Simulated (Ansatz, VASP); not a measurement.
Two plane-wave programs on Si3BTe2

```
Si B Te
1.0
     3.13227    0.00000    0.00000
     0.00000    3.13227    0.00000
     0.00000    0.00000   12.66833
Si B Te
3 1 2
Direct
  0.00000 0.00000 0.70230
  0.00000 0.00000 0.24367
  0.50000 0.50000 0.78771
  0.50000 0.50000 0.27636
  0.00000 0.00000 0.03597
  0.50000 0.50000 0.45400
```

Change from the starting cell: species swapped into the MnAl2Cr3 type (P4mm, No. 99).

Alike in both runs: functional PBE; k mesh 12 × 12 × 4; occupations gaussian, width 0.1 eV; no spin polarisation.

Ansatz relaxed the structure, and its values are those at the end. VASP's run is a single point on that final structure, the one shown.

```csv
,VASP,Ansatz
version,VASP 6.6.1,Ansatz 0.2.0
potentials or method,"VASP PAW PBE potentials, release 64 (Si, B, Te), cutoff 520 eV","scalar-relativistic, plane waves, PAW"
valence electrons in the cell,27,47
```

```csv
,VASP,Ansatz,Ansatz less VASP
gap on the k mesh at the Fermi level (eV),none,none,-
pressure (GPa),0.0,0.0,0.00
rms of the force components (eV/Å),0.009,0.002,-0.0070
```

A gap of «none» marks a metal or a gap that the smearing closes. The functional is the same, so the differences come from potentials, cutoffs and numerics. VASP's potentials hold 27 valence electrons a cell and Ansatz's 47, so a difference there can come from the potentials and not from the codes.

Spin-orbit coupling is off throughout.
